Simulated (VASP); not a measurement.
## Si2Mo (spin): single point with PBE

The system is Si2Mo (spin).

```
Si Mo
1.0
    -1.60000    1.60000    3.93050
     1.60000   -1.60000    3.93050
     1.60000    1.60000   -3.93050
Si Mo
2 1
Cartesian
  0.0000 0.0000 2.6177
  0.0000 0.0000 5.2433
  0.0000 0.0000 0.0000
```

```yaml
Program: VASP 6.6.1
Task: single point
Functional: PBE
Potentials_or_basis: VASP PAW PBE potentials, release 64 (Si, Mo_sv)
Cutoff: 500 eV
k_mesh: 8 × 8 × 8
Occupations: gaussian, width 0.1 eV
Spin: collinear spin, ferromagnetic start
Starting_moments: "[0.0, 0.0, 1.0] μB"
```

The pressure is 2.4 GPa, the largest force is 0.313 eV/Å and the band gap on the k mesh is zero (filled and empty bands overlap). The net moment is 0.00 μB per cell and the valence electrons inside the program's atomic spheres are Si 1.62; Mo 12.67.

Forces in eV/Å, atoms in the order of the input:
```
Si   0.000  0.000  0.313
Si   0.000  0.000 -0.313
Mo   0.000  0.000  0.000
```

Stress tensor (GPa, compression positive):
```
2.92 0.00 0.00
0.00 2.92 0.00
0.00 0.00 1.34
```

Levels at points of the mesh, in eV from the Fermi level:
Spin up:
```csv
k point,band 9,band 10,band 11,band 12,band 13,band 14
"(0.00, 0.00, 0.00)",-2.58,-2.58,0.50,3.15,3.19,3.72
"(0.50, 0.00, 0.00)",-2.53,-2.42,-0.43,2.36,3.10,4.12
"(0.50, 0.50, 0.00)",-4.41,-2.98,-1.05,2.41,2.80,3.09
"(0.50, 0.50, 0.50)",-0.50,-0.50,-0.45,-0.45,0.64,4.70
```
Spin down:
```csv
k point,band 9,band 10,band 11,band 12,band 13,band 14
"(0.00, 0.00, 0.00)",-2.58,-2.58,0.50,3.15,3.19,3.72
"(0.50, 0.00, 0.00)",-2.53,-2.42,-0.43,2.35,3.10,4.11
"(0.50, 0.50, 0.00)",-4.41,-2.98,-1.05,2.41,2.80,3.09
"(0.50, 0.50, 0.50)",-0.50,-0.50,-0.45,-0.45,0.64,4.70
```

It took 4.1 min on 1 thread of Intel Xeon 8259CL, on a shared host, peak memory 0.28 GiB.
